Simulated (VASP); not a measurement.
# BN (P1) in VASP: further runs

BN is run at these levels: r2SCAN; tasks: single point.

Everything below comes from runs of VASP 6.6.1. Logs are shortened: lines on timing, memory, paths and dates and some standing lists are left out, and cuts for length are marked.

**1. The cell of the first run**

The typed cell holds 4 atoms: a = 2.554 Å, b = 2.554 Å, c = 4.227 Å, α = 90.00°, β = 90.00°, γ = 120.00°.

**2. Single point, r2SCAN (atom 3 (N) moved by (-0.225, +0.225) A along x and z)**

POSCAR reads:

```
BN
1.0
    2.5539396017      0.0000000000      0.0000000000
   -1.2769698009      2.2117765748      0.0000000000
    0.0000000000      0.0000000000      4.2268550000
B N
2 2
Direct
    0.6666666667      0.3333333333      0.9997240000
    0.3333333333      0.6666666667      0.4997240000
    0.5785674807      0.3333333333      0.6785070666
    0.3333333333      0.6666666667      0.1252760000
```

INCAR.step1 reads:

```
SYSTEM = BN
  PREC = Accurate
  ENCUT = 520
  ISMEAR = 0
  SIGMA = 0.05
  LREAL = .FALSE.
  LASPH = .TRUE.
  NELM = 80
  NBANDS = 16
  GGA = PE
  ALGO = Normal
  EDIFF = 1E-4
  LWAVE = .TRUE.
  LCHARG = .FALSE.
```

INCAR.step2 reads:

```
SYSTEM = BN
  PREC = Accurate
  ENCUT = 520
  EDIFF = 1E-6
  ISMEAR = 0
  SIGMA = 0.05
  LREAL = .FALSE.
  LASPH = .TRUE.
  NELM = 80
  ALGO = Normal
  ISIF = 2
  LWAVE = .FALSE.
  LCHARG = .FALSE.
  METAGGA = R2SCAN
  LMIXTAU = .TRUE.
  NBANDS = 16
  ISTART = 1
```

KPOINTS reads:

```
Automatic mesh
0
G
  12 12 6
  0 0 0
```

Potentials or basis: VASP PAW PBE potentials, release 64 (B, N).

The run is started by

```bash
> cat potpaw_PBE.64/B/POTCAR potpaw_PBE.64/N/POTCAR > POTCAR
> cp INCAR.step1 INCAR
> mpirun -np 1 vasp_std > vasp.out
> cp INCAR.step2 INCAR
> mpirun -np 1 vasp_std > vasp.out
```

OUTCAR:

```text
SYSTEM = BN
   PREC = Accurate
   ENCUT = 520
   EDIFF = 1E-6
   ISMEAR = 0
   LREAL = .FALSE.
   LASPH = .TRUE.
   NELM = 80
   ISIF = 2
   METAGGA = R2SCAN
   ISTART = 1

 ion  position               nearest neighbor table
   1  0.667  0.333  1.000-   3 1.38   4 1.57   4 1.57   4 1.57
   2  0.333  0.667  0.500-   3 1.49   4 1.58   3 1.67   3 1.84
   3  0.579  0.333  0.679-   1 1.38   2 1.49   2 1.67   2 1.84
   4  0.333  0.667  0.125-   1 1.57   1 1.57   1 1.57   2 1.58

  LATTYP: Found a hexagonal cell.
 ALAT       =     2.5539396017
 C/A-ratio  =     1.6550332659

  Lattice vectors:

 A1 = (   2.5539396017,   0.0000000000,   0.0000000000)
 A2 = (  -1.2769698009,   2.2117765748,   0.0000000000)
 A3 = (   0.0000000000,   0.0000000000,   4.2268550000)

Analysis of symmetry for initial positions (statically):
=====================================================================
 Subroutine PRICEL returns:
 Original cell was already a primitive cell.

 Routine SETGRP: Setting up the symmetry group for a
 hexagonal supercell.

 Subroutine GETGRP returns: Found  1 space group operations
 (whereof  1 operations were pure point group operations)
 out of a pool of 24 trial point group operations.

The static configuration has the point symmetry C_1 .

Analysis of symmetry for dynamics (positions and initial velocities):
=====================================================================
 Subroutine PRICEL returns:
 Original cell was already a primitive cell.

 Routine SETGRP: Setting up the symmetry group for a
 hexagonal supercell.

 Subroutine GETGRP returns: Found  1 space group operations
 (whereof  1 operations were pure point group operations)
 out of a pool of 24 trial point group operations.

The dynamic configuration has the point symmetry C_1 .

 Subroutine INISYM returns: Found  1 space group operations
 (whereof  1 operations are pure point group operations),
 and found     1 'primitive' translations

----------------------------------------------------------------------------------------

                                     Primitive cell

  volume of cell :      23.8764

  direct lattice vectors                    reciprocal lattice vectors
     2.553939602  0.000000000  0.000000000     0.391551938  0.226062617  0.000000000
    -1.276969801  2.211776575  0.000000000     0.000000000  0.452125233  0.000000000
     0.000000000  0.000000000  4.226855000     0.000000000  0.000000000  0.236582518

  length of vectors
     2.553939602  2.553939602  4.226855000     0.452125233  0.452125233  0.236582518

  position of ions in fractional coordinates (direct lattice)
     0.666666667  0.333333333  0.999724000
     0.333333333  0.666666667  0.499724000
     0.578567481  0.333333333  0.678507067
     0.333333333  0.666666667  0.125276000

  ion indices of the primitive-cell ions
   primitive index   ion index
                 1           1
                 2           2
                 3           3
                 4           4

----------------------------------------------------------------------------------------

 KPOINTS: Automatic mesh

Automatic generation of k-mesh.
 Grid dimensions read from file:
 generate k-points for:   12   12    6

 Generating k-lattice:

  Cartesian coordinates                     Fractional coordinates (reciprocal lattice)
     0.032629328  0.018838551  0.000000000     0.083333333  0.000000000  0.000000000
     0.000000000  0.037677103  0.000000000     0.000000000  0.083333333  0.000000000
     0.000000000  0.000000000  0.039430420     0.000000000  0.000000000  0.166666667

  Length of vectors
     0.037677103  0.037677103  0.039430420

  Shift w.r.t. Gamma in fractional coordinates (k-lattice)
     0.000000000  0.000000000  0.000000000

 Subroutine IBZKPT returns following result:
 ===========================================

 Found    436 irreducible k-points:

 Following reciprocal coordinates:
            Coordinates               Weight
  0.000000  0.000000  0.000000      1.000000
  0.083333  0.000000  0.000000      2.000000
  0.000000  0.083333  0.000000      2.000000
 -0.083333  0.083333  0.000000      2.000000
  0.166667  0.000000  0.000000      2.000000
  0.000000  0.166667  0.000000      2.000000
[... 16 lines left out ...]
  0.166667  0.083333  0.000000      2.000000
 -0.083333  0.250000  0.000000      2.000000
 [... further k-points ...]
   k-points           NKPTS =    436   k-points in BZ     NKDIM =    436   number of bands    NBANDS=     16
   number of dos      NEDOS =    301   number of ions     NIONS =      4
   total plane-waves  NPLWV =  12800
   dimension x,y,z NGX =    20 NGY =   20 NGZ =   32
   dimension x,y,z NGXF=    40 NGYF=   40 NGZF=   64
   ions per type =               2   2
   NGX,Y,Z   is equivalent  to a cutoff of  13.02, 13.02, 12.59 a.u.
   NGXF,Y,Z  is equivalent  to a cutoff of  26.04, 26.04, 25.17 a.u.
 SYSTEM =  BN
   PREC   = accura    normal or accurate (medium, high low for compatibility)
   ISTART =      1    job   : 0-new  1-cont  2-samecut
   ICHARG =      0    charge: 1-file 2-atom 10-const
   ISPIN  =      1    spin polarized calculation?
   LNONCOLLINEAR =      F non collinear calculations
   LSORBIT =      F    spin-orbit coupling
   LASPH  =      T    aspherical Exc in radial PAW
   ENCUT  =  520.0 eV  38.22 Ry    6.18 a.u.   4.75  4.75  7.86*2*pi/ulx,y,z
   NELM   =     80;   NELMIN=  2; NELMDL=  0     # of ELM steps
   EDIFF  = 0.1E-05   stopping-criterion for ELM
   LREAL  =      F    real-space projection
   EDIFFG = 0.1E-04   stopping-criterion for IOM
   NSW    =      0    number of steps for IOM
   IBRION =     -1    ionic relax: 0-MD 1-quasi-New 2-CG
   NFREE  =      0    steps in history (QN), initial steepest desc. (CG)
   ISIF   =      2    stress and relaxation
   ISYM   =      2    0-nonsym 1-usesym 2-fastsym
   POTIM  = 0.5000    time-step for ionic-motion
   TEBEG  =    0.0;   TEEND  =   0.0 temperature during run
   PSTRESS=    0.0 pullay stress
   NELECT =      16.0000    total number of electrons
   NUPDOWN=      -1.0000    fix difference up-down
   EMIN   =  10.00;   EMAX   =-10.00  energy-range for DOS
   EFERMI =   0.00;   METHOD = LEGACY
   ISMEAR =     0;   SIGMA  =   0.05  broadening in eV -4-tet -1-fermi 0-gaus
   EFERMI_NEDOS =   21; number of points for ismear=-14 and -15
   IALGO  =     38    algorithm
   IMIX   =      4    mixing-type and parameters
     AMIX     =   0.40;   BMIX     =  1.00
     AMIX_MAG =   1.60;   BMIX_MAG =  1.00
  volume/ion in A,a.u.               =       5.97        40.28
  Fermi-wavevector in a.u.,A,eV,Ry     =   1.432600  2.707222 27.923836  2.052344
  Thomas-Fermi vector in A             =   2.552210
   LORBIT       =      0    0 simple, 1 ext, 2 COOP (PROOUT), +10 PAW based schemes
   METAGGA = R2SCAN    functional components
   LHFCALC =     F    Hartree Fock is set to
   AEXX    =    0.0000 exact exchange contribution
   IVDW    =     0    specifies the selected vdW correction
   LEPSILON=     F    determine dielectric tensor
   LRPA    =     F    only Hartree local field effects (RPA)
 non-spin polarized calculation
 Gauss-broadening in eV      SIGMA  =   0.05
  energy-cutoff  :      520.00
  volume of cell :       23.88
 maximum number of plane-waves:       660
   NGX =  9   NGY =  9   NGZ = 15

 number of electron      16.0000001 magnetization

 Free energy of the ion-electron system (eV)
  ---------------------------------------------------
  ext. energy  EPLUGINS =         0.00000000
  ---------------------------------------------------
  free energy    TOTEN  =       -36.81228672 eV

  energy without entropy =      -36.81228672  energy(sigma->0) =      -36.81228672

 E-fermi :   8.4932     XC(G=0): -13.5819

 val. band max:        8.2862339444   @ k =   0.0000   0.0000   0.0000
 cond. band min:      11.4585323282   @ k =   0.3333   0.3333   0.0000
 fundamental gap:      3.1722983838
 Fermi energy:         8.4931752721

 k-point     1 :       0.0000    0.0000    0.0000
  band No.  band energies     occupation
      1     -14.1916      2.00000
      2      -9.8695      2.00000
      3      -4.2923      2.00000
      4       4.4836      2.00000
      5       5.6111      2.00000
      6       5.6492      2.00000
[... 8 lines left out ...]
     15      22.2824      0.00000
     16      25.5260      0.00000

 k-point     2 :       0.0833    0.0000    0.0000
  band No.  band energies     occupation
      1     -14.0382      2.00000
      2      -9.7473      2.00000
      3      -4.1464      2.00000
      4       4.2108      2.00000
      5       4.8152      2.00000
      6       5.5518      2.00000
[... 8 lines left out ...]
     15      22.4689      0.00000
     16      24.8869      0.00000

 k-point     3 :       0.0000    0.0833    0.0000
  band No.  band energies     occupation
      1     -14.0366      2.00000
      2      -9.7508      2.00000
      3      -4.1453      2.00000
      4       3.9659      2.00000
      5       5.1265      2.00000
      6       5.4871      2.00000
[... 8 lines left out ...]
     15      22.4585      0.00000
     16      25.2885      0.00000

 k-point     4 :      -0.0833    0.0833    0.0000
  band No.  band energies     occupation
      1     -14.0354      2.00000
      2      -9.7522      2.00000
      3      -4.1451      2.00000
      4       3.8255      2.00000
      5       5.2573      2.00000
      6       5.4837      2.00000
[... 8 lines left out ...]
     15      22.2209      0.00000
     16      25.2967      0.00000
[... 324 lines left out ...]
 k-point    22 :      -0.1667    0.0833    0.0000
  band No.  band energies     occupation
      1     -13.7302      2.00000
      2      -9.5178      2.00000
      3      -3.8565      2.00000
      4       3.0747      2.00000
      5       4.1291      2.00000
      6       5.3149      2.00000
[... 8 lines left out ...]
     15      22.4799      0.00000
     16      24.3225      0.00000

 k-point    23 :       0.1667    0.0833    0.0000
  band No.  band energies     occupation
      1     -13.1430      2.00000
      2      -9.0755      2.00000
      3      -3.2982      2.00000
      4       1.8438      2.00000
      5       2.8289      2.00000
      6       4.3967      2.00000
[... 8 lines left out ...]
     15      22.9733      0.00000
     16      24.4875      0.00000

 k-point    24 :      -0.0833    0.2500    0.0000
  band No.  band energies     occupation
      1     -13.1190      2.00000
      2      -9.1213      2.00000
      3      -3.2823      2.00000
      4       1.2545      2.00000
      5       3.2971      2.00000
      6       4.6002      2.00000
[... 8 lines left out ...]
     15      23.5312      0.00000
     16      24.6161      0.00000

 [... further k-points ...]

------------------------ aborting loop because EDIFF is reached ----------------------------------------

  FORCE on cell =-STRESS in cart. coord.  units (eV):
  Direction    XX          YY          ZZ          XY          YZ          ZX
  --------------------------------------------------------------------------------------
  -------------------------------------------------------------------------------------
  Total        1.3829740      0.5317026      2.7758638      0.0956840     -0.2483720      0.2106096
  in kB       92.8015791     35.6787900    186.2685369      6.4206727    -16.6664830     14.1325181
  external PRESSURE =     104.9163020 kB  Pullay stress =       0.0000000 kB

 VOLUME and BASIS-vectors are now :
 -----------------------------------------------------------------------------
  energy-cutoff  :      520.00
  volume of cell :       23.88
      direct lattice vectors                 reciprocal lattice vectors
     2.553939602  0.000000000  0.000000000     0.391551938  0.226062617  0.000000000
    -1.276969801  2.211776575  0.000000000     0.000000000  0.452125233  0.000000000
     0.000000000  0.000000000  4.226855000     0.000000000  0.000000000  0.236582518

 POSITION                                       TOTAL-FORCE (eV/Angst)
 -----------------------------------------------------------------------------------
      1.27697      0.73726      4.22569        -0.684841      0.049782      3.992176
     -0.00000      1.47452      2.11226        -1.837973      0.923162      2.353785
      1.05197      0.73726      2.86795         2.616996     -1.044159     -9.717733
     -0.00000      1.47452      0.52952        -0.094182      0.071214      3.371772
 -----------------------------------------------------------------------------------
    total drift:                                0.000074      0.000021      0.000088

  FREE ENERGIE OF THE ION-ELECTRON SYSTEM (eV)
  ---------------------------------------------------
  free  energy   TOTEN  =       -36.8122867165 eV

  energy  without entropy=      -36.8122867165  energy(sigma->0) =      -36.81228672
```

Run time: 3.6 min. Hardware: 1 thread of Intel Xeon 6975P-C (Granite Rapids), shared host; peak memory 0.24 GiB.

What came out:

| Item | Value |
| --- | --- |
| Free energy | -36.8123 eV |
| Pressure | 10.5 GPa |
| Largest force | 10.118 eV/Å |
| Band gap on the k mesh | 3.17 eV, indirect (least direct gap 7.08 eV) |

Forces in eV/Å, atoms in the order of the input:
```
B   -0.685  0.050  3.992
B   -1.838  0.923  2.354
N    2.617 -1.044 -9.718
N   -0.094  0.071  3.372
```

Stress tensor (GPa, compression positive):
```
 9.28  0.64  1.41
 0.64  3.57 -1.67
 1.41 -1.67 18.63
```

Caveat: the cell differs from its parent crystal (atom 3 (N) moved by (-0.225, +0.225) A along x and z); the PAW data sets were made with another functional, which shifts forces and pressure a little.

**3. Single point, r2SCAN (atom 3 (N) moved by (-0.450, -0.225) A along x and z)**

Edit POSCAR of step 2 so:

```diff
@@ -10,3 +10,3 @@
     0.3333333333      0.6666666667      0.4997240000
-    0.5785674807      0.3333333333      0.6785070666
+    0.4904682947      0.3333333333      0.5720449334
     0.3333333333      0.6666666667      0.1252760000
```

INCAR.step1 reads:

```
PREC = Accurate
ENCUT = 520
ISMEAR = 0
SIGMA = 0.05
LREAL = False
LASPH = True
NELM = 100
NBANDS = 16
GGA = PE
ALGO = Normal
EDIFF = 1E-4
LWAVE = True
LCHARG = False
```

INCAR.step2 reads:

```
PREC = Accurate
ENCUT = 520
EDIFF = 1E-7
ISMEAR = 0
SIGMA = 0.05
LREAL = False
LASPH = True
NELM = 100
ALGO = Normal
ISIF = 2
LWAVE = False
LCHARG = True
METAGGA = R2SCAN
LMIXTAU = True
LELF = True
LVHAR = True
NBANDS = 16
ISTART = 1
```

KPOINTS reads:

```
regular mesh
0
Gamma
  12 12 6
```

Potentials or basis: VASP PAW PBE potentials, release 64 (B, N).

The run is started by

```bash
> cat potpaw_PBE.64/B/POTCAR potpaw_PBE.64/N/POTCAR > POTCAR
> cp INCAR.step1 INCAR
> mpirun -np 1 vasp_std > vasp.out
> cp INCAR.step2 INCAR
> mpirun -np 1 vasp_std > vasp.out
```

It took 7.2 min on 1 thread of Intel Xeon 6975P-C, shared host; peak memory 0.25 GiB.

The run converged. Its results:

| Item | Value |
| --- | --- |
| Free energy | -33.6155 eV |
| Pressure | 53.4 GPa |
| Largest force | 25.624 eV/Å |
| Band gap on the k mesh | 3.22 eV, indirect (least direct gap 5.32 eV) |

Forces on the atoms (eV/Å):
```
B    -1.614   0.130   0.334
B   -15.718  13.108  -8.234
N    18.277 -13.617  11.710
N    -0.944   0.380  -3.811
```

Stress tensor (GPa, compression positive):
```
 76.54 -55.92  19.72
-55.92  53.65 -26.75
 19.72 -26.75  29.86
```

Levels at points of the mesh, in eV from the valence-band top:
| k point | band 6 | band 7 | band 8 | band 9 | band 10 | band 11 |
| --- | --- | --- | --- | --- | --- | --- |
| (0.00, 0.00, 0.00) | -1.95 | -0.54 | 0.00 | 5.92 | 7.88 | 8.34 |
| (0.50, 0.00, 0.00) | -7.70 | -4.43 | -2.27 | 3.56 | 6.36 | 9.35 |
| (0.00, 0.50, 0.00) | -5.43 | -4.61 | -2.93 | 3.58 | 6.81 | 8.41 |
| (0.50, 0.50, 0.00) | -5.95 | -5.58 | -3.14 | 6.00 | 7.88 | 8.97 |
| (0.00, 0.00, 0.50) | -2.36 | -2.17 | -0.41 | 6.91 | 7.56 | 8.80 |
| (0.50, 0.00, 0.50) | -5.50 | -4.80 | -3.13 | 4.21 | 6.36 | 8.65 |
| (0.00, 0.50, 0.50) | -5.13 | -4.13 | -2.33 | 3.29 | 5.33 | 7.26 |
| (0.50, 0.50, 0.50) | -4.80 | -4.09 | -2.87 | 4.39 | 6.21 | 7.02 |

Caveat: the cell differs from its parent crystal (atom 3 (N) moved by (-0.450, -0.225) A along x and z); the PAW data sets were made with another functional, which shifts forces and pressure a little.
